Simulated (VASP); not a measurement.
# Ag (R-3m) in VASP: further runs

The runs below take Ag through relaxation of cell and atoms, single point, with PBEsol.

Everything below comes from runs of VASP 6.6.1. Logs are shortened: lines on timing, memory, paths and dates and some standing lists are left out, and cuts for length are marked.

## 1. The cell of the first run

The structure is trigonal, space group R-3m (No. 166). Conventional cell: a = 3.562 Å, b = 3.562 Å, c = 9.909 Å, α = 90.00°, β = 90.00°, γ = 120.00°. Ag (site symmetry 3m) has 6 Ag at 2.38 to 2.94 Å within 3.1 Å.

## 2. Relaxation of cell and atoms, PBEsol

INCAR reads:

```
SYSTEM = Ag
  PREC = Accurate
  ENCUT = 600
  EDIFF = 1E-7
  ISMEAR = 0
  SIGMA = 0.1
  LREAL = .FALSE.
  LASPH = .TRUE.
  NELM = 100
  ALGO = Normal
  ISIF = 3
  LWAVE = .FALSE.
  LCHARG = .FALSE.
  GGA = PS
  IBRION = 2
  NSW = 90
  EDIFFG = -0.04
```

KPOINTS reads:

```
regular mesh
0
G
  6 6 6
  0 0 0
```

POSCAR reads:

```
Ag
1.0
    1.7811574777      1.0283517492      3.3029429939
   -1.7811574777      1.0283517492      3.3029429939
    0.0000000000     -2.0567034984      3.3029429939
Ag
2
Direct
    0.2275400000      0.2275400000      0.2275400000
    0.7724600000      0.7724600000      0.7724600000
```

Potentials or basis: VASP PAW PBE potentials, release 64 (Ag).

Run with:

```bash
cat potpaw_PBE.64/Ag/POTCAR > POTCAR
mpirun -np 1 vasp_std > vasp.out
```

OUTCAR:

```text
SYSTEM = Ag
   PREC = Accurate
   ENCUT = 600
   EDIFF = 1E-7
   ISMEAR = 0
   LREAL = .FALSE.
   LASPH = .TRUE.
   NELM = 100
   ISIF = 3
   GGA = PS
   IBRION = 2
   NSW = 90
   EDIFFG = -0.04

 ion  position               nearest neighbor table
   1  0.228  0.228  0.228-   2 2.38   2 2.38   2 2.38   2 2.94   2 2.94   2 2.94
   2  0.772  0.772  0.772-   1 2.38   1 2.38   1 2.38   1 2.94   1 2.94   1 2.94

  LATTYP: Found a trigonal (rhomboedric) cell.
 ALAT       =     3.8909461191
 COS(alpha) =     0.5808936906

  Lattice vectors:

 A1 = (   1.7811574777,   1.0283517492,   3.3029429939)
 A2 = (  -1.7811574777,   1.0283517492,   3.3029429939)
 A3 = (   0.0000000000,  -2.0567034984,   3.3029429939)

Analysis of symmetry for initial positions (statically):
=====================================================================
 Subroutine PRICEL returns:
 Original cell was already a primitive cell.

 Routine SETGRP: Setting up the symmetry group for a
 trigonal (rhombohedral) supercell.

 Subroutine GETGRP returns: Found 12 space group operations
 (whereof 12 operations were pure point group operations)
 out of a pool of 12 trial point group operations.

The static configuration has the point symmetry D_3d.

Analysis of symmetry for dynamics (positions and initial velocities):
=====================================================================
 Subroutine PRICEL returns:
 Original cell was already a primitive cell.

 Routine SETGRP: Setting up the symmetry group for a
 trigonal (rhombohedral) supercell.

 Subroutine GETGRP returns: Found 12 space group operations
 (whereof 12 operations were pure point group operations)
 out of a pool of 12 trial point group operations.

The dynamic configuration has the point symmetry D_3d.

 Subroutine INISYM returns: Found 12 space group operations
 (whereof 12 operations are pure point group operations),
 and found     1 'primitive' translations

----------------------------------------------------------------------------------------

                                     Primitive cell

  volume of cell :      36.2991

  direct lattice vectors                    reciprocal lattice vectors
     1.781157478  1.028351749  3.302942994     0.280716335  0.162071652  0.100920099
    -1.781157478  1.028351749  3.302942994    -0.280716335  0.162071652  0.100920099
     0.000000000 -2.056703498  3.302942994     0.000000000 -0.324143304  0.100920099

  length of vectors
     3.890946119  3.890946119  3.890946119     0.339490424  0.339490424  0.339490424

  position of ions in fractional coordinates (direct lattice)
[... 110 lines left out ...]
 conjugate gradient relaxation of ions
 non-spin polarized calculation
 Gauss-broadening in eV      SIGMA  =   0.10
  energy-cutoff  :      600.00
  volume of cell :       36.30
 maximum number of plane-waves:      1228
   NGX = 15   NGY = 15   NGZ = 15

--------------------------------------- Ionic step        1  -------------------------------------------

 number of electron      22.0000000 magnetization

 Free energy of the ion-electron system (eV)
  ---------------------------------------------------
  ext. energy  EPLUGINS =         0.00000000
  ---------------------------------------------------
  free energy    TOTEN  =        -4.88215476 eV

  energy without entropy =       -4.87972651  energy(sigma->0) =       -4.88094064

------------------------ aborting loop because EDIFF is reached ----------------------------------------

  FORCE on cell =-STRESS in cart. coord.  units (eV):
  Direction    XX          YY          ZZ          XY          YZ          ZX
  --------------------------------------------------------------------------------------
  -------------------------------------------------------------------------------------
  Total        4.9074360      4.9074360      3.4698634      0.0000000      0.0000000      0.0000000
  in kB      216.6052071    216.6052071    153.1533949      0.0000000      0.0000000      0.0000000
  external PRESSURE =     195.4546030 kB  Pullay stress =       0.0000000 kB
[... 23 lines left out ...]
--------------------------------------- Ionic step        2  -------------------------------------------

 number of electron      21.9999998 magnetization

 E-fermi :   4.0605     XC(G=0): -10.2839

 val. band max:        4.0446365228   @ k =  -0.3333   0.1667   0.1667
 cond. band min:       4.3023100676   @ k =  -0.1667   0.5000   0.1667
 fundamental gap:      0.2576735448
 Fermi energy:         4.0605498813

 k-point     1 :       0.0000    0.0000    0.0000
  band No.  band energies     occupation
      1      -1.4511      2.00000
      2      -0.8923      2.00000
      3      -0.8923      2.00000
      4      -0.5832      2.00000
      5      -0.3891      2.00000
      6      -0.3891      2.00000
      7       1.2397      2.00000
      8       1.2397      2.00000
      9       1.2748      2.00000
     10       1.8505      2.00000
     11       1.8505      2.00000
     12      10.2211      0.00000
     13      12.1354      0.00000
     14      12.1354      0.00000
[... 480 lines left out ...]
  FREE ENERGIE OF THE ION-ELECTRON SYSTEM (eV)
  ---------------------------------------------------
  free  energy   TOTEN  =        -5.6182800699 eV

  energy  without entropy=       -5.6156750323  energy(sigma->0) =       -5.61697755

[... ionic steps 4 to 23 ...]

--------------------------------------- Ionic step       24  -------------------------------------------

 number of electron      21.9999998 magnetization

------------------------ aborting loop because EDIFF is reached ----------------------------------------
[... 67 lines left out ...]
--------------------------------------- Ionic step       26  -------------------------------------------

 number of electron      21.9999993 magnetization

 Free energy of the ion-electron system (eV)
  ---------------------------------------------------
  ext. energy  EPLUGINS =         0.00000000
  ---------------------------------------------------
  free energy    TOTEN  =        -6.53543220 eV

  energy without entropy =       -6.53148276  energy(sigma->0) =       -6.53345748

 E-fermi :   8.3715     XC(G=0): -12.5459

 val. band max:        8.2548272096   @ k =   0.5000   0.1667   0.0000
 cond. band min:       8.3948722287   @ k =  -0.3333  -0.3333   0.1667
 fundamental gap:      0.1400450191
 Fermi energy:         8.3715080448

 k-point     1 :       0.0000    0.0000    0.0000
  band No.  band energies     occupation
      1       0.5482      2.00000
      2       2.0333      2.00000
      3       3.6219      2.00000
      4       3.6219      2.00000
      5       3.6546      2.00000
      6       3.6546      2.00000
      7       3.8225      2.00000
      8       4.7925      2.00000
      9       4.7925      2.00000
     10       5.6528      2.00000
     11       5.6528      2.00000
     12       8.2485      1.91802
     13      12.6569      0.00000
     14      23.5576      0.00000
[... 444 lines left out ...]
  FREE ENERGIE OF THE ION-ELECTRON SYSTEM (eV)
  ---------------------------------------------------
  free  energy   TOTEN  =        -6.5354322050 eV

  energy  without entropy=       -6.5314827579  energy(sigma->0) =       -6.53345748

 reached required accuracy - stopping structural energy minimisation
```

OSZICAR:

```text
N       E                     dE             d eps       ncg     rms          rms(c)
DAV:   1     0.135567335679E+03    0.13557E+03   -0.12987E+04   960   0.162E+03
DAV:   2    -0.380996354923E+01   -0.13938E+03   -0.13460E+03   967   0.315E+02
DAV:   3    -0.545077574287E+01   -0.16408E+01   -0.16387E+01  1170   0.413E+01
[... 248 lines left out ...]
DAV:   3    -0.653906506938E+01    0.37484E-01   -0.31641E-02  1072   0.186E+00    0.393E-01
DAV:   4    -0.653540553930E+01    0.36595E-02   -0.64461E-03  1100   0.764E-01    0.191E-01
DAV:   5    -0.653544297069E+01   -0.37431E-04   -0.29358E-04  1101   0.175E-01    0.300E-02
DAV:   6    -0.653543216223E+01    0.10808E-04   -0.50050E-05  1051   0.833E-02    0.558E-03
DAV:   7    -0.653543220496E+01   -0.42735E-07   -0.61648E-07  1100   0.101E-02
  26 F= -.65354322E+01 E0= -.65334575E+01  d E =-.360915E-01
```

CONTCAR:

```text
Ag
   1.00000000000000
     1.4476250135161035    0.8357866912303149    4.5933509335581384
    -1.4476250135161035    0.8357866912303149    4.5933509335581384
     0.0000000000000000   -1.6715733824606289    4.5933509335581384
  Ag
     2
Direct
     0.2501130096409925    0.2501130096409925    0.2501130096409925
     0.7498869903590075    0.7498869903590075    0.7498869903590075

  0.00000000E+00  0.00000000E+00  0.00000000E+00
  0.00000000E+00  0.00000000E+00  0.00000000E+00
```

Wall time 2.8 min (1 thread of Intel Xeon 6975P-C (Granite Rapids), shared host); peak memory 0.19 GiB.

Results:

| Quantity | Value |
| --- | --- |
| Free energy | -6.5354 eV |
| Relaxed volume | 16.67 Å³/atom |
| Relaxed cell | a = 4.888 Å, b = 4.888 Å, c = 4.888 Å, α = 34.45°, β = 34.45°, γ = 34.45° |
| Space group after relaxing (to 0.05 Å) | R-3m (No. 166) |
| Energy gained by relaxing | 826.6 meV/atom |
| Ionic steps | 26 |
| Pressure after relaxing | 0.1 GPa |
| Largest force after relaxing | 0.022 eV/Å |
| Band gap on the k mesh | zero (band 11 reaches 11.72 eV, above the bottom of band 12 at 4.86 eV) |

Forces on the atoms (eV/Å):
```
Ag   0.000  0.000 -0.022
Ag   0.000  0.000  0.022
```

Step by step:
| step | energy change (eV) | largest force (eV/Å) | pressure (GPa) | volume (Å³) |
| --- | --- | --- | --- | --- |
| 1 | 0.0000 | 4.2349 | 19.55 | 36.30 |
| 2 | -0.4636 | 0.0778 | -10.79 | 49.20 |
| 3 | -0.7361 | 0.9724 | -5.55 | 42.94 |
| 4 | -0.7368 | 1.0243 | -5.21 | 42.73 |
| 5 | -0.9209 | 0.6230 | -2.96 | 40.04 |
| 6 | -0.9810 | 0.0486 | 1.19 | 37.79 |
| 7 | -0.9813 | 0.0167 | 0.77 | 37.96 |
| 8 | -1.0192 | 0.1726 | -0.02 | 38.04 |
| 9 | -1.1551 | 0.7834 | -2.05 | 38.03 |
| 10 | -1.2057 | 1.9468 | -2.19 | 37.07 |
| 11 | -1.2165 | 1.9364 | -2.42 | 37.05 |
| 12 | -1.2485 | 1.8766 | -2.92 | 37.00 |
| 13 | -1.2970 | 1.7437 | -3.31 | 36.82 |
| 14 | -1.3346 | 1.4431 | -1.61 | 36.16 |
| 15 | -1.3332 | 1.5228 | -2.22 | 36.36 |
| 16 | -1.3601 | 1.4705 | -2.44 | 36.21 |
| 17 | -1.4373 | 1.3092 | -2.90 | 35.77 |
| 18 | -1.5637 | 0.9268 | -2.97 | 34.86 |
| 19 | -1.5496 | 0.6316 | 4.00 | 32.96 |
| 20 | -1.6125 | 0.5412 | -1.55 | 34.11 |
| 21 | -1.6168 | 0.2685 | -0.37 | 33.77 |
| 22 | -1.6172 | 0.3176 | -0.59 | 33.83 |
| 23 | -1.6328 | 0.2460 | -0.65 | 33.73 |
| 24 | -1.6503 | 0.1185 | -0.38 | 33.53 |
| 25 | -1.6425 | 0.0953 | 1.32 | 33.05 |
| 26 | -1.6533 | 0.0219 | 0.09 | 33.35 |

Final structure:
```
CELL_PARAMETERS angstrom
1.44763 0.83579 4.59335
-1.44763 0.83579 4.59335
0.00000 -1.67157 4.59335
ATOMIC_POSITIONS crystal
Ag 0.25011 0.25011 0.25011
Ag 0.74989 0.74989 0.74989
```

Caveat: the PAW data sets were made with another functional, which shifts forces and pressure a little.

(Continued in part 2 of 2.)
